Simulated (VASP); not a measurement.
# GaN (Fm-3m) in VASP: further runs

The runs below take GaN through single point, with PBE, r2SCAN.

Program: VASP 6.6.1. These are calculated values, not measurements. Logs are shortened: lines on timing, memory, paths and dates and some standing lists are left out, and cuts for length are marked.

## Step 1: The cell of the first run

The structure is cubic, space group Fm-3m (No. 225). Conventional cell: a = 4.310 Å, b = 4.310 Å, c = 4.310 Å, α = 90.00°, β = 90.00°, γ = 90.00°. Within 2.9 Å of Ga (site symmetry m-3m) lie 6 N at 2.16 Å. N (site symmetry m-3m) has 6 Ga at 2.16 Å within 2.9 Å.

## Step 2: Single point, PBE (volume changed by +3%)

File INCAR:

```
PREC = Accurate ; ENCUT = 520
EDIFF = 1E-7 ; ISMEAR = 0
SIGMA = 0.01 ; LREAL = False
LASPH = True ; NELM = 100
ALGO = Normal ; ISIF = 2
LWAVE = False ; LCHARG = True
GGA = PE ; LELF = True
LVHAR = True ; NBANDS = 16
```

File KPOINTS:

```
regular mesh
0
Gamma
  8 8 8
```

File POSCAR:

```
GaN
1.0
    0.0000000000      2.1551594441      2.1551594441
    2.1551594441      0.0000000000      2.1551594441
    2.1551594441      2.1551594441      0.0000000000
Ga N
1 1
Direct
    0.5000000000      0.5000000000      0.5000000000
    0.0000000000      0.0000000000      0.0000000000
```

Potentials or basis: VASP PAW PBE potentials, release 64 (Ga_d, N).

On the command line:

```bash
> cat potpaw_PBE.64/Ga_d/POTCAR potpaw_PBE.64/N/POTCAR > POTCAR
> mpirun -np 1 vasp_std > vasp.out
```

OUTCAR:

```text
PREC = Accurate
   ENCUT = 520
   EDIFF = 1E-7
   ISMEAR = 0
   LREAL = False
   LASPH = True
   NELM = 100
   ISIF = 2
   GGA = PE

 ion  position               nearest neighbor table
   1  0.500  0.500  0.500-   2 2.16   2 2.16   2 2.16   2 2.16   2 2.16   2 2.16
   2  0.000  0.000  0.000-   1 2.16   1 2.16   1 2.16   1 2.16   1 2.16   1 2.16

  LATTYP: Found a face centered cubic cell.
 ALAT       =     4.3103188882

  Lattice vectors:

 A1 = (   0.0000000000,   2.1551594441,   2.1551594441)
 A2 = (   2.1551594441,   0.0000000000,   2.1551594441)
 A3 = (   2.1551594441,   2.1551594441,   0.0000000000)

Analysis of symmetry for initial positions (statically):
=====================================================================
 Subroutine PRICEL returns:
 Original cell was already a primitive cell.

 Routine SETGRP: Setting up the symmetry group for a
 face centered cubic supercell.

 Subroutine GETGRP returns: Found 48 space group operations
 (whereof 48 operations were pure point group operations)
 out of a pool of 48 trial point group operations.

The static configuration has the point symmetry O_h .

Analysis of symmetry for dynamics (positions and initial velocities):
=====================================================================
 Subroutine PRICEL returns:
 Original cell was already a primitive cell.

 Routine SETGRP: Setting up the symmetry group for a
 face centered cubic supercell.

 Subroutine GETGRP returns: Found 48 space group operations
 (whereof 48 operations were pure point group operations)
 out of a pool of 48 trial point group operations.

The dynamic configuration has the point symmetry O_h .

 Subroutine INISYM returns: Found 48 space group operations
 (whereof 48 operations are pure point group operations),
 and found     1 'primitive' translations

----------------------------------------------------------------------------------------

                                     Primitive cell

  volume of cell :      20.0202

  direct lattice vectors                    reciprocal lattice vectors
     0.000000000  2.155159444  2.155159444    -0.232001396  0.232001396  0.232001396
     2.155159444  0.000000000  2.155159444     0.232001396 -0.232001396  0.232001396
     2.155159444  2.155159444  0.000000000     0.232001396  0.232001396 -0.232001396

  length of vectors
     3.047855715  3.047855715  3.047855715     0.401838206  0.401838206  0.401838206

  position of ions in fractional coordinates (direct lattice)
     0.500000000  0.500000000  0.500000000
     0.000000000  0.000000000  0.000000000

  ion indices of the primitive-cell ions
   primitive index   ion index
                 1           1
                 2           2

----------------------------------------------------------------------------------------

 KPOINTS: regular mesh

Automatic generation of k-mesh.
 Grid dimensions read from file:
 generate k-points for:    8    8    8

 Generating k-lattice:

  Cartesian coordinates                     Fractional coordinates (reciprocal lattice)
    -0.029000175  0.029000175  0.029000175     0.125000000  0.000000000  0.000000000
     0.029000175 -0.029000175  0.029000175     0.000000000  0.125000000  0.000000000
     0.029000175  0.029000175 -0.029000175     0.000000000  0.000000000  0.125000000

  Length of vectors
     0.050229776  0.050229776  0.050229776

  Shift w.r.t. Gamma in fractional coordinates (k-lattice)
     0.000000000  0.000000000  0.000000000

 Subroutine IBZKPT returns following result:
 ===========================================

 Found     29 irreducible k-points:

 Following reciprocal coordinates:
            Coordinates               Weight
  0.000000  0.000000  0.000000      1.000000
  0.125000  0.000000  0.000000      8.000000
  0.250000  0.000000  0.000000      8.000000
  0.375000  0.000000  0.000000      8.000000
  0.500000  0.000000  0.000000      4.000000
  0.125000  0.125000  0.000000      6.000000
[... 16 lines left out ...]
  0.500000  0.250000  0.125000     48.000000
 -0.375000  0.250000  0.125000     24.000000
 [... further k-points ...]
   k-points           NKPTS =     29   k-points in BZ     NKDIM =     29   number of bands    NBANDS=     16
   number of dos      NEDOS =    301   number of ions     NIONS =      2
   total plane-waves  NPLWV =  13824
   dimension x,y,z NGX =    24 NGY =   24 NGZ =   24
   dimension x,y,z NGXF=    48 NGYF=   48 NGZF=   48
   ions per type =               1   1
   NGX,Y,Z   is equivalent  to a cutoff of  13.09, 13.09, 13.09 a.u.
   NGXF,Y,Z  is equivalent  to a cutoff of  26.18, 26.18, 26.18 a.u.
 SYSTEM =  unknown system
   PREC   = accura    normal or accurate (medium, high low for compatibility)
   ISTART =      0    job   : 0-new  1-cont  2-samecut
   ICHARG =      2    charge: 1-file 2-atom 10-const
   ISPIN  =      1    spin polarized calculation?
   LNONCOLLINEAR =      F non collinear calculations
   LSORBIT =      F    spin-orbit coupling
   LASPH  =      T    aspherical Exc in radial PAW
   ENCUT  =  520.0 eV  38.22 Ry    6.18 a.u.   5.67  5.67  5.67*2*pi/ulx,y,z
   NELM   =    100;   NELMIN=  2; NELMDL= -5     # of ELM steps
   EDIFF  = 0.1E-06   stopping-criterion for ELM
   LREAL  =      F    real-space projection
   EDIFFG = 0.1E-05   stopping-criterion for IOM
   NSW    =      0    number of steps for IOM
   IBRION =     -1    ionic relax: 0-MD 1-quasi-New 2-CG
   NFREE  =      0    steps in history (QN), initial steepest desc. (CG)
   ISIF   =      2    stress and relaxation
   ISYM   =      2    0-nonsym 1-usesym 2-fastsym
   POTIM  = 0.5000    time-step for ionic-motion
   TEBEG  =    0.0;   TEEND  =   0.0 temperature during run
   PSTRESS=    0.0 pullay stress
   NELECT =      18.0000    total number of electrons
   NUPDOWN=      -1.0000    fix difference up-down
   EMIN   =  10.00;   EMAX   =-10.00  energy-range for DOS
   EFERMI =   0.00;   METHOD = LEGACY
   ISMEAR =     0;   SIGMA  =   0.01  broadening in eV -4-tet -1-fermi 0-gaus
   EFERMI_NEDOS =   21; number of points for ismear=-14 and -15
   IALGO  =     38    algorithm
   IMIX   =      4    mixing-type and parameters
     AMIX     =   0.40;   BMIX     =  1.00
     AMIX_MAG =   1.60;   BMIX_MAG =  1.00
  volume/ion in A,a.u.               =      10.01        67.55
  Fermi-wavevector in a.u.,A,eV,Ry     =   1.580070  2.985899 33.968583  2.496620
  Thomas-Fermi vector in A             =   2.680353
   LORBIT       =      0    0 simple, 1 ext, 2 COOP (PROOUT), +10 PAW based schemes
   GGA     = PE    functional components
   LHFCALC =     F    Hartree Fock is set to
   AEXX    =    0.0000 exact exchange contribution
   IVDW    =     0    specifies the selected vdW correction
   LEPSILON=     F    determine dielectric tensor
   LRPA    =     F    only Hartree local field effects (RPA)
 non-spin polarized calculation
 Gauss-broadening in eV      SIGMA  =   0.01
  energy-cutoff  :      520.00
  volume of cell :       20.02
 maximum number of plane-waves:       553
   NGX = 11   NGY = 11   NGZ = 11

 number of electron      17.9999994 magnetization

 Free energy of the ion-electron system (eV)
  ---------------------------------------------------
  ext. energy  EPLUGINS =         0.00000000
  ---------------------------------------------------
  free energy    TOTEN  =       -11.19690052 eV

  energy without entropy =      -11.19690052  energy(sigma->0) =      -11.19690052

 E-fermi :   7.2518     XC(G=0): -12.7483

 val. band max:        7.1667041488   @ k =  -0.2500   0.1250   0.0000
 cond. band min:       7.4127458464   @ k =   0.5000   0.5000   0.0000
 fundamental gap:      0.2460416976
 Fermi energy:         7.2518069706

 k-point     1 :       0.0000    0.0000    0.0000
  band No.  band energies     occupation
      1      -9.5482      2.00000
      2      -6.8361      2.00000
      3      -6.8361      2.00000
      4      -6.8361      2.00000
      5      -6.7550      2.00000
      6      -6.7550      2.00000
[... 8 lines left out ...]
     15      22.1769      0.00000
     16      22.1769      0.00000

 k-point     2 :       0.1250    0.0000    0.0000
  band No.  band energies     occupation
      1      -9.2638      2.00000
      2      -6.8447      2.00000
      3      -6.8265      2.00000
      4      -6.8265      2.00000
      5      -6.7671      2.00000
      6      -6.7671      2.00000
[... 8 lines left out ...]
     15      22.8230      0.00000
     16      22.8230      0.00000

 k-point     3 :       0.2500    0.0000    0.0000
  band No.  band energies     occupation
      1      -8.4648      2.00000
      2      -6.8705      2.00000
      3      -6.8705      2.00000
      4      -6.8629      2.00000
      5      -6.7284      2.00000
      6      -6.7284      2.00000
[... 8 lines left out ...]
     15      24.5292      0.00000
     16      24.5292      0.00000

 k-point     4 :       0.3750    0.0000    0.0000
  band No.  band energies     occupation
      1      -7.4047      2.00000
      2      -6.9344      2.00000
      3      -6.9344      2.00000
      4      -6.8578      2.00000
      5      -6.6684      2.00000
      6      -6.6684      2.00000
[... 8 lines left out ...]
     15      27.1286      0.00000
     16      27.1286      0.00000

 k-point     5 :       0.5000    0.0000    0.0000
  band No.  band energies     occupation
      1      -6.9860      2.00000
      2      -6.9614      2.00000
      3      -6.9614      2.00000
      4      -6.6580      2.00000
      5      -6.6426      2.00000
      6      -6.6426      2.00000
[... 8 lines left out ...]
     15      29.4868      0.00000
     16      29.4868      0.00000

 k-point     6 :       0.1250    0.1250    0.0000
  band No.  band energies     occupation
      1      -9.1831      2.00000
      2      -6.8580      2.00000
      3      -6.8074      2.00000
      4      -6.8074      2.00000
      5      -6.8025      2.00000
      6      -6.7412      2.00000
[... 8 lines left out ...]
     15      25.1538      0.00000
     16      25.1538      0.00000

 k-point     7 :       0.2500    0.1250    0.0000
  band No.  band energies     occupation
      1      -8.6157      2.00000
      2      -6.8775      2.00000
      3      -6.8385      2.00000
      4      -6.8089      2.00000
      5      -6.7253      2.00000
      6      -6.7104      2.00000
[... 8 lines left out ...]
     15      25.5767      0.00000
     16      26.4923      0.00000

 k-point     8 :       0.3750    0.1250    0.0000
  band No.  band energies     occupation
      1      -7.8453      2.00000
      2      -6.9121      2.00000
      3      -6.8653      2.00000
      4      -6.8122      2.00000
      5      -6.6570      2.00000
      6      -6.4705      2.00000
[... 8 lines left out ...]
     15      26.2144      0.00000
     16      28.4208      0.00000

 k-point     9 :       0.5000    0.1250    0.0000
  band No.  band energies     occupation
      1      -7.4430      2.00000
      2      -6.9440      2.00000
      3      -6.9183      2.00000
      4      -6.7612      2.00000
      5      -6.6380      2.00000
      6      -5.9674      2.00000
[... 8 lines left out ...]
     15      27.1382      0.00000
     16      29.6550      0.00000
[... 172 lines left out ...]
 k-point    19 :       0.5000    0.3750    0.0000
  band No.  band energies     occupation
      1      -8.2117      2.00000
      2      -6.9621      2.00000
      3      -6.7017      2.00000
      4      -6.6399      2.00000
      5      -6.6098      2.00000
      6      -4.3548      2.00000
[... 8 lines left out ...]
     15      32.3755      0.00000
     16      33.6503      0.00000

 k-point    20 :      -0.3750    0.3750    0.0000
  band No.  band energies     occupation
      1      -8.0364      2.00000
      2      -6.9188      2.00000
      3      -6.7717      2.00000
      4      -6.7051      2.00000
      5      -6.6274      2.00000
      6      -4.2937      2.00000
[... 8 lines left out ...]
     15      29.6260      0.00000
     16      31.3822      0.00000

 k-point    21 :       0.5000    0.5000    0.0000
  band No.  band energies     occupation
      1      -8.3077      2.00000
      2      -6.9874      2.00000
      3      -6.6607      2.00000
      4      -6.5968      2.00000
      5      -6.5968      2.00000
      6      -3.9328      2.00000
[... 8 lines left out ...]
     15      33.2913      0.00000
     16      34.2494      0.00000

 k-point    22 :       0.3750    0.2500    0.1250
  band No.  band energies     occupation
      1      -8.1437      2.00000
      2      -6.8889      2.00000
      3      -6.8333      2.00000
      4      -6.7700      2.00000
      5      -6.7287      2.00000
      6      -6.4366      2.00000
[... 8 lines left out ...]
     15      27.7088      0.00000
     16      28.0567      0.00000

 k-point    23 :       0.5000    0.2500    0.1250
  band No.  band energies     occupation
      1      -7.8028      2.00000
      2      -6.8982      2.00000
      3      -6.8540      2.00000
      4      -6.7814      2.00000
      5      -6.6652      2.00000
      6      -5.7473      2.00000
[... 8 lines left out ...]
     15      27.6186      0.00000
     16      29.1681      0.00000

 k-point    24 :      -0.3750    0.2500    0.1250
  band No.  band energies     occupation
      1      -7.7119      2.00000
      2      -6.9180      2.00000
      3      -6.8512      2.00000
      4      -6.7843      2.00000
      5      -6.6396      2.00000
      6      -5.2329      2.00000
[... 8 lines left out ...]
     15      25.5025      0.00000
     16      30.0699      0.00000

 [... further k-points ...]
[... 5 lines left out ...]
  --------------------------------------------------------------------------------------
  -------------------------------------------------------------------------------------
  Total       -0.6411383     -0.6411383     -0.6411383     -0.0000000     -0.0000000      0.0000000
  in kB      -51.3090604    -51.3090604    -51.3090604     -0.0000000     -0.0000000      0.0000000
  external PRESSURE =     -51.3090604 kB  Pullay stress =       0.0000000 kB

 VOLUME and BASIS-vectors are now :
 -----------------------------------------------------------------------------
  energy-cutoff  :      520.00
  volume of cell :       20.02
      direct lattice vectors                 reciprocal lattice vectors
     0.000000000  2.155159444  2.155159444    -0.232001396  0.232001396  0.232001396
     2.155159444  0.000000000  2.155159444     0.232001396 -0.232001396  0.232001396
     2.155159444  2.155159444  0.000000000     0.232001396  0.232001396 -0.232001396

 POSITION                                       TOTAL-FORCE (eV/Angst)
 -----------------------------------------------------------------------------------
      2.15516      2.15516      2.15516         0.000000      0.000000      0.000000
      0.00000      0.00000      0.00000         0.000000      0.000000      0.000000
 -----------------------------------------------------------------------------------
    total drift:                                0.000000     -0.000000      0.000000

  FREE ENERGIE OF THE ION-ELECTRON SYSTEM (eV)
  ---------------------------------------------------
  free  energy   TOTEN  =       -11.1969005241 eV

  energy  without entropy=      -11.1969005241  energy(sigma->0) =      -11.19690052
```

Wall time 24 s (1 thread of AMD EPYC 7R13, shared host); peak memory 0.11 GiB.

Results:

```yaml
Free_energy: -11.1969 eV
Pressure: -5.1 GPa
Band_gap_on_the_k_mesh: 0.25 eV, indirect (least direct gap 2.03 eV)
```

Levels at points of the mesh, in eV from the valence-band top:
```csv
k point,band 5,band 6,band 7,band 8,band 9,band 10,band 11,band 12,band 13,band 14
"(0.00, 0.00, 0.00)",-13.92,-13.92,-0.43,-0.43,-0.43,1.60,14.40,14.40,14.40,15.01
"(0.50, 0.00, 0.00)",-13.81,-13.81,-7.93,-0.15,-0.15,4.46,8.66,8.78,8.78,15.82
"(0.50, 0.50, 0.00)",-13.76,-11.10,-6.66,-2.81,-2.81,0.25,7.78,11.36,13.77,13.77
```

 A k mesh can miss the band edges.

## Step 3: Single point, PBE (volume changed by +6%)

File INCAR:

```
PREC = Accurate
ENCUT = 520
EDIFF = 1E-6
ISMEAR = 0
SIGMA = 0.01
LREAL = False
LASPH = True
NELM = 60
ALGO = Normal
ISIF = 2
LWAVE = False
LCHARG = False
GGA = PE
NBANDS = 16
```

KPOINTS is that of step 2.

File POSCAR:

```
GaN
1.0
    0.0000000000      2.1758834024      2.1758834024
    2.1758834024      0.0000000000      2.1758834024
    2.1758834024      2.1758834024      0.0000000000
Ga N
1 1
Direct
    0.5000000000      0.5000000000      0.5000000000
    0.0000000000      0.0000000000      0.0000000000
```

Potentials or basis: VASP PAW PBE potentials, release 64 (Ga_d, N).

On the command line:

```bash
> cat potpaw_PBE.64/Ga_d/POTCAR potpaw_PBE.64/N/POTCAR > POTCAR
> mpirun -np 1 vasp_std > vasp.out
```

Wall time 21 s (1 thread of AMD EPYC 7R13, shared host); peak memory 0.11 GiB.

Results (log left out):

- Free energy: -11.1694 eV
- Pressure: -10.0 GPa
- Band gap on the k mesh: 0.08 eV, indirect (least direct gap 1.70 eV)

Levels at points of the mesh, in eV from the valence-band top:
| k point | band 7 | band 8 | band 9 | band 10 | band 11 | band 12 |
| --- | --- | --- | --- | --- | --- | --- |
| (0.00, 0.00, 0.00) | -0.41 | -0.41 | -0.41 | 1.29 | 14.24 | 14.24 |
| (0.50, 0.00, 0.00) | -7.78 | -0.15 | -0.15 | 4.34 | 8.31 | 8.62 |
| (0.50, 0.50, 0.00) | -6.45 | -2.71 | -2.71 | 0.08 | 7.75 | 11.08 |

(Part 1 of 3 ends here.)
